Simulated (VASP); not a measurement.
Here is a VASP 6.6.1 calculation.

File INCAR:

```
PREC = Accurate
ENCUT = 520
EDIFF = 1E-6
ISMEAR = -1
SIGMA = 0.05
LREAL = F
LASPH = T
NELM = 200
ALGO = Normal
ISIF = 2
LWAVE = F
LCHARG = F
ISPIN = 2
MAGMOM = 0.125 0.125 0.125 0.125 0.125 0.125 0.125 0.125 0.125 0.125 0.125 0.125 0.125 0.125 0.125 0.125
LORBIT = 11
LMAXMIX = 4
GGA = PS
NBANDS = 90
NELECT = 144.0
GGA_COMPAT = F
```

The input KPOINTS:

```
Automatic mesh
0
Gamma
  2 2 2
  0.5 0.5 0.5
```

Contents of POSCAR:

```
NbZn7O8
1.0
    6.4598480000      0.0000000000      0.0000000000
    0.0000000000      5.5943930000      0.0000000000
    0.0000000000      0.0000000000      5.2145190000
Zn Nb O
7 1 8
Direct
    0.2416240000      0.1645700000      0.5222890000
    0.9882090000      0.6463290000      0.4922340000
    0.7592500000      0.1382280000      0.5034660000
    0.0086480000      0.3355420000      0.0175890000
    0.4805740000      0.3333770000      0.9868090000
    0.2615390000      0.8294540000      0.9817360000
    0.7641660000      0.8381380000      0.9940260000
    0.4990930000      0.6800330000      0.4571800000
    0.0154850000      0.3256640000      0.3684220000
    0.5098410000      0.3415070000      0.3771580000
    0.2707820000      0.8762890000      0.3918990000
    0.7545740000      0.8564630000      0.3684600000
    0.2519780000      0.2160530000      0.8539350000
    0.0173020000      0.6493680000      0.8750780000
    0.7069420000      0.1401690000      0.8507370000
    0.4898030000      0.6494480000      0.8915910000
```

Potentials or basis: VASP PAW PBE potentials, release 64 (Zn, Nb_sv, O).

The run is started by

```sh
$ cat potpaw_PBE.64/Zn/POTCAR potpaw_PBE.64/Nb_sv/POTCAR potpaw_PBE.64/O/POTCAR > POTCAR
$ mpirun -np 1 vasp_std > vasp.out
```

What does it give for the largest force?

4.413 eV/Å.

Predict the net moment.

0.00 μB per cell.

Forces on the atoms (eV/Å):
```
Zn   0.064  2.174 -1.214
Zn   0.427  0.093  0.771
Zn   0.541  4.324  0.695
Zn  -0.960 -0.548 -1.351
Zn   2.523 -0.855  1.349
Zn  -1.435  1.388  0.083
Zn   0.423 -0.614 -1.076
Nb   0.468 -2.012  1.642
O   -1.145  0.043  1.000
O    0.185  1.009  0.153
O   -0.396 -2.578 -1.446
O   -0.068 -3.840 -1.439
O   -2.100 -2.357  1.971
O   -0.922  1.389 -0.470
O    0.854  0.764  1.431
O    1.540  1.621 -2.099
```

Caveat: the k points lie up to 0.60 Å⁻¹ apart; the cell carries a net charge on a neutralising background, which shifts energy and pressure; the PAW data sets were made with another functional, which shifts forces and pressure a little.
